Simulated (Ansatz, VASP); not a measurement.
# CdF2 in VASP and in Ansatz

Contents of INCAR:

```
SYSTEM = CdF2
  PREC = Accurate
  ENCUT = 520
  EDIFF = 1E-6
  ISMEAR = 0
  SIGMA = 0.02
  LREAL = .False.
  LASPH = .True.
  NELM = 80
  ALGO = Normal
  ISIF = 2
  LWAVE = .False.
  LCHARG = .True.
  GGA = PE
  LELF = .True.
  LVHAR = .True.
  NBANDS = 35
```

The input KPOINTS:

```
Automatic mesh
0
Gamma
  6 6 4
  0 0 0
```

File POSCAR:

```
CdF2
1.0
    2.7130779513      2.7130779513      0.0000000000
   -2.7130779513      2.7130779513      0.0000000000
    0.0000000000      0.0000000000      5.7007351017
Cd F
2 4
Direct
    0.0000000000      0.0000000000      0.0000000000
    0.5000000000      0.5000000000      0.5000000000
    0.0000000000      0.5000000000      0.7500000000
    0.5000000000      0.0000000000      0.7500000000
    0.5000000000      0.0000000000      0.2500000000
    0.0000000000      0.5000000000      0.2500000000
```

Input for Ansatz:

```yaml
crystal:
  lattice:
    - [2.7130779513, 2.7130779513, 0.0]
    - [-2.7130779513, 2.7130779513, 0.0]
    - [0.0, 0.0, 5.7007351017]
  atoms:
    - { symbol: Cd, position: [0.0, 0.0, 0.0] }
    - { symbol: Cd, position: [0.5, 0.5, 0.5] }
    - { symbol: F, position: [0.0, 0.5, 0.75] }
    - { symbol: F, position: [0.5, 0.0, 0.75] }
    - { symbol: F, position: [0.5, 0.0, 0.25] }
    - { symbol: F, position: [0.0, 0.5, 0.25] }
basis:
  ecutwfc: 420
kpoints:
  mp_grid: { grid: [6, 6, 4] }
  band_path: { path: [VBM, CBM], npoints: 2 }
hamiltonian:
  xc: pbe
scf:
  occupations: { method: gaussian, width: 0.02 }
output:
  forces: true
  stress: true
  eigenvalues: true
checkpoint:
  read: start.run
  write: ck
  compress: false
  write_wavefunctions: false
  write_every: 100000
```

Alike in both runs: task single point; functional PBE; k mesh 6 × 6 × 4; occupations gaussian, width 0.02 eV; no spin polarisation.

|  | VASP | Ansatz |
| --- | --- | --- |
| version | VASP 6.6.1 | Ansatz 0.2.0 |
| potentials or method | VASP PAW PBE potentials, release 64 (Cd, F), cutoff 520 eV | scalar-relativistic, plane waves, PAW |
| valence electrons in the cell | 52 | 68 |

Ansatz gave:

```
gap on the k mesh at the Fermi level (eV)                     : 2.77
least direct gap on the mesh (eV)                             : 2.85
pressure (GPa)                                                : -1.7
traceless stress, the component that is largest in VASP (GPa) : -3.42
```

Task: What did VASP give for the same quantities?

Result: gap on the k mesh at the Fermi level (eV): 2.74; least direct gap on the mesh (eV): 2.82; pressure (GPa): -1.3; traceless stress, the component that is largest in VASP (GPa): -3.37.

VASP's potentials hold 52 valence electrons a cell and Ansatz's 68, so a difference there can come from the potentials and not from the codes.
